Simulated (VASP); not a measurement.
# CaO (Amm2) in VASP: notebook

Runs on CaO. Level: PBEsol. Tasks: single point.

All numbers are computed with VASP 6.6.1; they aren't measurements. Logs are shortened: lines on timing, memory, paths and dates and some standing lists are left out, and cuts for length are marked.

## Step 1: The cell of the first run

It takes space group Amm2 (No. 38, orthorhombic). Conventional cell: a = 4.785 Å, b = 3.992 Å, c = 6.914 Å, α = 90.00°, β = 90.00°, γ = 90.00°. Ca (site symmetry mm2) has 5 O at 2.10 to 2.80 Å within 2.9 Å. Ca (site symmetry mm2) has 5 O at 1.80 to 2.59 Å within 2.6 Å. Within 2.6 Å of O (site symmetry mm2) lie 5 Ca at 1.80 to 2.59 Å. Within 2.9 Å of O (site symmetry mm2) lie 5 Ca at 2.10 to 2.80 Å.

## Step 2: Single point, PBEsol

INCAR

```
PREC = Accurate ; ENCUT = 520
EDIFF = 1E-6 ; ISMEAR = 0
SIGMA = 0.05 ; LREAL = False
LASPH = True ; NELM = 80
ALGO = Normal ; ISIF = 2
LWAVE = False ; LCHARG = False
GGA = PS ; NBANDS = 24
```

KPOINTS

```
Automatic mesh
0
Gamma
  9 9 6
```

POSCAR

```
CaO
1.0
    3.9919758245      0.0000000000      0.0000000000
   -1.9959879122      3.4571524753      0.0000000000
    0.0000000000      0.0000000000      4.7848400100
Ca O
2 2
Direct
    0.4779610301      0.7389805151      0.7500000000
    0.8112943635      0.4056471817      0.2500000000
    0.3333333333      0.6666666667      0.2500000000
    0.6666666667      0.3333333333      0.7500000000
```

Potentials or basis: VASP PAW PBE potentials, release 64 (Ca_sv, O).

Command:

```console
cat potpaw_PBE.64/Ca_sv/POTCAR potpaw_PBE.64/O/POTCAR > POTCAR
mpirun -np 1 vasp_std > vasp.out
```

OUTCAR:

```text
PREC = Accurate
   ENCUT = 520
   EDIFF = 1E-6
   ISMEAR = 0
   LREAL = False
   LASPH = True
   NELM = 80
   ISIF = 2
   GGA = PS

 ion  position               nearest neighbor table
   1  0.478  0.739  0.750-   4 2.10   4 2.10   3 2.44   3 2.44
   2  0.811  0.406  0.250-   3 1.80   4 2.44   4 2.44
   3  0.333  0.667  0.250-   2 1.80   1 2.44   1 2.44
   4  0.667  0.333  0.750-   1 2.10   1 2.10   2 2.44   2 2.44

  LATTYP: Found a hexagonal cell.
 ALAT       =     3.9919758245
 C/A-ratio  =     1.1986144757

  Lattice vectors:

 A1 = (   3.9919758245,   0.0000000000,   0.0000000000)
 A2 = (  -1.9959879122,   3.4571524753,   0.0000000000)
 A3 = (   0.0000000000,   0.0000000000,   4.7848400100)

Analysis of symmetry for initial positions (statically):
=====================================================================
 Subroutine PRICEL returns:
 Original cell was already a primitive cell.

 Routine SETGRP: Setting up the symmetry group for a
 hexagonal supercell.

 Subroutine GETGRP returns: Found  4 space group operations
 (whereof  2 operations were pure point group operations)
 out of a pool of 24 trial point group operations.

The static configuration has the point symmetry C_1h.
 The point group associated with its full space group is C_2v.

Analysis of symmetry for dynamics (positions and initial velocities):
=====================================================================
 Subroutine PRICEL returns:
 Original cell was already a primitive cell.

 Routine SETGRP: Setting up the symmetry group for a
 hexagonal supercell.

 Subroutine GETGRP returns: Found  4 space group operations
 (whereof  2 operations were pure point group operations)
 out of a pool of 24 trial point group operations.

The dynamic configuration has the point symmetry C_1h.
 The point group associated with its full space group is C_2v.

 Subroutine INISYM returns: Found  4 space group operations
 (whereof  2 operations are pure point group operations),
 and found     1 'primitive' translations

----------------------------------------------------------------------------------------

                                     Primitive cell

  volume of cell :      66.0350

  direct lattice vectors                    reciprocal lattice vectors
     3.991975824  0.000000000  0.000000000     0.250502519  0.144627697  0.000000000
    -1.995987912  3.457152475  0.000000000     0.000000000  0.289255394  0.000000000
     0.000000000  0.000000000  4.784840010     0.000000000  0.000000000  0.208993404

  length of vectors
     3.991975824  3.991975824  4.784840010     0.289255394  0.289255394  0.208993404

  position of ions in fractional coordinates (direct lattice)
     0.477961030  0.738980515  0.750000000
     0.811294363  0.405647182  0.250000000
     0.333333333  0.666666667  0.250000000
     0.666666667  0.333333333  0.750000000

  ion indices of the primitive-cell ions
   primitive index   ion index
                 1           1
                 2           2
                 3           3
                 4           4

----------------------------------------------------------------------------------------

 KPOINTS: Automatic mesh

Automatic generation of k-mesh.
 Grid dimensions read from file:
 generate k-points for:    9    9    6

 Generating k-lattice:

  Cartesian coordinates                     Fractional coordinates (reciprocal lattice)
     0.027833613  0.016069744  0.000000000     0.111111111  0.000000000  0.000000000
     0.000000000  0.032139488  0.000000000     0.000000000  0.111111111  0.000000000
     0.000000000  0.000000000  0.034832234     0.000000000  0.000000000  0.166666667

  Length of vectors
     0.032139488  0.032139488  0.034832234

  Shift w.r.t. Gamma in fractional coordinates (k-lattice)
     0.000000000  0.000000000  0.000000000

 Subroutine IBZKPT returns following result:
 ===========================================

 Found    100 irreducible k-points:

 Following reciprocal coordinates:
            Coordinates               Weight
  0.000000  0.000000  0.000000      1.000000
  0.111111  0.000000  0.000000      2.000000
  0.000000  0.111111  0.000000      4.000000
  0.222222  0.000000  0.000000      2.000000
  0.000000  0.222222  0.000000      4.000000
  0.333333 -0.000000  0.000000      2.000000
[... 16 lines left out ...]
 -0.222222 -0.444444  0.000000      4.000000
  0.444444  0.333333  0.000000      4.000000
 [... further k-points ...]
   k-points           NKPTS =    100   k-points in BZ     NKDIM =    100   number of bands    NBANDS=     24
   number of dos      NEDOS =    301   number of ions     NIONS =      4
   total plane-waves  NPLWV =  32400
   dimension x,y,z NGX =    30 NGY =   30 NGZ =   36
   dimension x,y,z NGXF=    60 NGYF=   60 NGZF=   72
   ions per type =               2   2
   NGX,Y,Z   is equivalent  to a cutoff of  12.49, 12.49, 12.51 a.u.
   NGXF,Y,Z  is equivalent  to a cutoff of  24.99, 24.99, 25.02 a.u.
 SYSTEM =  unknown system
   PREC   = accura    normal or accurate (medium, high low for compatibility)
   ISTART =      0    job   : 0-new  1-cont  2-samecut
   ICHARG =      2    charge: 1-file 2-atom 10-const
   ISPIN  =      1    spin polarized calculation?
   LNONCOLLINEAR =      F non collinear calculations
   LSORBIT =      F    spin-orbit coupling
   LASPH  =      T    aspherical Exc in radial PAW
   ENCUT  =  520.0 eV  38.22 Ry    6.18 a.u.   7.42  7.42  8.90*2*pi/ulx,y,z
   NELM   =     80;   NELMIN=  2; NELMDL= -5     # of ELM steps
   EDIFF  = 0.1E-05   stopping-criterion for ELM
   LREAL  =      F    real-space projection
   EDIFFG = 0.1E-04   stopping-criterion for IOM
   NSW    =      0    number of steps for IOM
   IBRION =     -1    ionic relax: 0-MD 1-quasi-New 2-CG
   NFREE  =      0    steps in history (QN), initial steepest desc. (CG)
   ISIF   =      2    stress and relaxation
   ISYM   =      2    0-nonsym 1-usesym 2-fastsym
   POTIM  = 0.5000    time-step for ionic-motion
   TEBEG  =    0.0;   TEEND  =   0.0 temperature during run
   PSTRESS=    0.0 pullay stress
   NELECT =      32.0000    total number of electrons
   NUPDOWN=      -1.0000    fix difference up-down
   EMIN   =  10.00;   EMAX   =-10.00  energy-range for DOS
   EFERMI =   0.00;   METHOD = LEGACY
   ISMEAR =     0;   SIGMA  =   0.05  broadening in eV -4-tet -1-fermi 0-gaus
   EFERMI_NEDOS =   21; number of points for ismear=-14 and -15
   IALGO  =     38    algorithm
   IMIX   =      4    mixing-type and parameters
     AMIX     =   0.40;   BMIX     =  1.00
     AMIX_MAG =   1.60;   BMIX_MAG =  1.00
  volume/ion in A,a.u.               =      16.51       111.41
  Fermi-wavevector in a.u.,A,eV,Ry     =   1.285879  2.429960 22.497037  1.653486
  Thomas-Fermi vector in A             =   2.417987
   LORBIT       =      0    0 simple, 1 ext, 2 COOP (PROOUT), +10 PAW based schemes
   GGA     = PS    functional components
   LHFCALC =     F    Hartree Fock is set to
   AEXX    =    0.0000 exact exchange contribution
   IVDW    =     0    specifies the selected vdW correction
   LEPSILON=     F    determine dielectric tensor
   LRPA    =     F    only Hartree local field effects (RPA)
 non-spin polarized calculation
 Gauss-broadening in eV      SIGMA  =   0.05
  energy-cutoff  :      520.00
  volume of cell :       66.03
 maximum number of plane-waves:      1811
 NGX is ok and might be reduce to    30
   NGX = 15   NGY = 15   NGZ = 17

 number of electron      31.9999988 magnetization

 Free energy of the ion-electron system (eV)
  ---------------------------------------------------
  ext. energy  EPLUGINS =         0.00000000
  ---------------------------------------------------
  free energy    TOTEN  =       -24.64031575 eV

  energy without entropy =      -24.64031575  energy(sigma->0) =      -24.64031575

 E-fermi :   1.1356     XC(G=0):  -9.5793

 val. band max:        0.9134799474   @ k =   0.4444   0.1111   0.0000
 cond. band min:       3.9285247230   @ k =   0.0000   0.0000   0.0000
 fundamental gap:      3.0150447756
 Fermi energy:         1.1356483413

 k-point     1 :       0.0000    0.0000    0.0000
  band No.  band energies     occupation
      1     -36.1307      2.00000
      2     -35.7507      2.00000
      3     -17.9904      2.00000
      4     -17.5196      2.00000
      5     -17.3613      2.00000
      6     -17.3251      2.00000
[... 16 lines left out ...]
     23       9.7175      0.00000
     24       9.7648      0.00000

 k-point     2 :       0.1111    0.0000    0.0000
  band No.  band energies     occupation
      1     -36.1280      2.00000
      2     -35.7501      2.00000
      3     -18.0563      2.00000
      4     -17.5039      2.00000
      5     -17.3978      2.00000
      6     -17.3329      2.00000
[... 16 lines left out ...]
     23       9.5934      0.00000
     24       9.8876      0.00000

 k-point     3 :       0.0000    0.1111    0.0000
  band No.  band energies     occupation
      1     -36.1274      2.00000
      2     -35.7505      2.00000
      3     -18.0273      2.00000
      4     -17.5042      2.00000
      5     -17.4443      2.00000
      6     -17.3518      2.00000
[... 16 lines left out ...]
     23       9.5222      0.00000
     24       9.9471      0.00000
[... 514 lines left out ...]
 k-point    23 :      -0.2222   -0.4444    0.0000
  band No.  band energies     occupation
      1     -36.1005      2.00000
      2     -35.7487      2.00000
      3     -18.3358      2.00000
      4     -18.0349      2.00000
      5     -17.4417      2.00000
      6     -17.3473      2.00000
[... 16 lines left out ...]
     23       9.6024      0.00000
     24       9.7279      0.00000

 k-point    24 :       0.4444    0.3333    0.0000
  band No.  band energies     occupation
      1     -36.1016      2.00000
      2     -35.7480      2.00000
      3     -18.3709      2.00000
      4     -17.9550      2.00000
      5     -17.4488      2.00000
      6     -17.3459      2.00000
[... 16 lines left out ...]
     23       9.5574      0.00000
     24       9.7322      0.00000

 [... further k-points ...]

------------------------ aborting loop because EDIFF is reached ----------------------------------------

  FORCE on cell =-STRESS in cart. coord.  units (eV):
  Direction    XX          YY          ZZ          XY          YZ          ZX
  --------------------------------------------------------------------------------------
  -------------------------------------------------------------------------------------
  Total        8.0859287      5.2670906     -1.0626813      2.4411854      0.0000000      0.0000000
  in kB      196.1853768    127.7931311    -25.7833753     59.2294222      0.0000000      0.0000000
  external PRESSURE =      99.3983775 kB  Pullay stress =       0.0000000 kB

 VOLUME and BASIS-vectors are now :
 -----------------------------------------------------------------------------
  energy-cutoff  :      520.00
  volume of cell :       66.03
      direct lattice vectors                 reciprocal lattice vectors
     3.991975824  0.000000000  0.000000000     0.250502519  0.144627697  0.000000000
    -1.995987912  3.457152475  0.000000000     0.000000000  0.289255394  0.000000000
     0.000000000  0.000000000  4.784840010     0.000000000  0.000000000  0.208993404

 POSITION                                       TOTAL-FORCE (eV/Angst)
 -----------------------------------------------------------------------------------
      0.43301      2.55477      3.58863        -1.597291     -0.922196      0.000000
      2.42900      1.40238      1.19621        -6.236626     -3.600718      0.000000
     -0.00000      2.30477      1.19621         6.135789      3.542499      0.000000
      1.99599      1.15238      3.58863         1.698129      0.980415      0.000000
 -----------------------------------------------------------------------------------
    total drift:                               -0.000109     -0.000067     -0.000000

  FREE ENERGIE OF THE ION-ELECTRON SYSTEM (eV)
  ---------------------------------------------------
  free  energy   TOTEN  =       -24.6403157512 eV

  energy  without entropy=      -24.6403157512  energy(sigma->0) =      -24.64031575
```

It took 74 s on 1 thread of Intel Xeon 6975P-C (Granite Rapids), shared host; peak memory 0.26 GiB.

Results:

```yaml
Free_energy: -24.6403 eV
Pressure: 9.9 GPa
Largest_force: 7.201 eV/Å
Band_gap_on_the_k_mesh: 3.02 eV (least direct gap 3.30 eV)
```

Forces in eV/Å, atoms in the order of the input:
```
Ca  -1.597 -0.922  0.000
Ca  -6.237 -3.601  0.000
O    6.136  3.542  0.000
O    1.698  0.980  0.000
```

Stress tensor (GPa, compression positive):
```
19.62  5.92  0.00
 5.92 12.78  0.00
 0.00  0.00 -2.58
```

Caveat: the cell differs from its parent crystal (all Ca atoms moved -0.500 Å, as atom 1 towards its neighbour atom 4 (O) at 2.305 Å); the cell stands under pressure; the PAW data sets were made with another functional, which shifts forces and pressure a little; an odd mesh through Γ misses points on the zone boundary, where band edges can lie.

## Step 3: Single point, PBEsol

INCAR

```
PREC = Accurate
ENCUT = 520
EDIFF = 1E-6
ISMEAR = 0
SIGMA = 0.05
LREAL = False
LASPH = True
NELM = 60
ALGO = Normal
ISIF = 2
LWAVE = False
LCHARG = False
GGA = PS
NBANDS = 24
```

KPOINTS is that of step 2.

POSCAR: that of step 2 with these lines changed.

```diff
@@ -8,4 +8,4 @@
 Direct
-    0.4779610301      0.7389805151      0.7500000000
-    0.8112943635      0.4056471817      0.2500000000
+    0.2248625607      0.6124312804      0.7500000000
+    0.5581958941      0.2790979470      0.2500000000
     0.3333333333      0.6666666667      0.2500000000
```

Potentials or basis: VASP PAW PBE potentials, release 64 (Ca_sv, O).

Command:

```console
cat potpaw_PBE.64/Ca_sv/POTCAR potpaw_PBE.64/O/POTCAR > POTCAR
mpirun -np 1 vasp_std > vasp.out
```

Wall time 61 s (1 thread of Intel Xeon 6975P-C (Granite Rapids), shared host); peak memory 0.27 GiB.

Results (log left out):

| Item | Value |
| --- | --- |
| Free energy | -25.5401 eV |
| Pressure | 4.4 GPa |
| Largest force | 4.057 eV/Å |
| Band gap on the k mesh | 3.16 eV (least direct gap 3.21 eV) |

Forces in eV/Å, atoms in the order of the input:
```
Ca   3.513  2.028  0.000
Ca   1.317  0.760  0.000
O   -1.379 -0.796  0.000
O   -3.450 -1.992  0.000
```

Stress tensor (GPa, compression positive):
```
 9.42  2.69  0.00
 2.69  6.31  0.00
 0.00  0.00 -2.58
```

Levels at points of the mesh, in eV from the valence-band top:
```
           k point  band 13  band 14  band 15  band 16  band 17  band 18  band 19  band 20
(0.00, 0.00, 0.00)    -0.85    -0.66    -0.57    -0.06     3.16     6.45     7.01     7.41
(0.00, 0.00, 0.50)    -1.12    -0.86    -0.68    -0.64     4.93     4.96     7.76     7.80
```

Caveat: the cell differs from its parent crystal (all Ca atoms moved +0.375 Å, as atom 1 towards its neighbour atom 4 (O) at 2.305 Å); the cell stands under pressure; the PAW data sets were made with another functional, which shifts forces and pressure a little; an odd mesh through Γ misses points on the zone boundary, where band edges can lie.
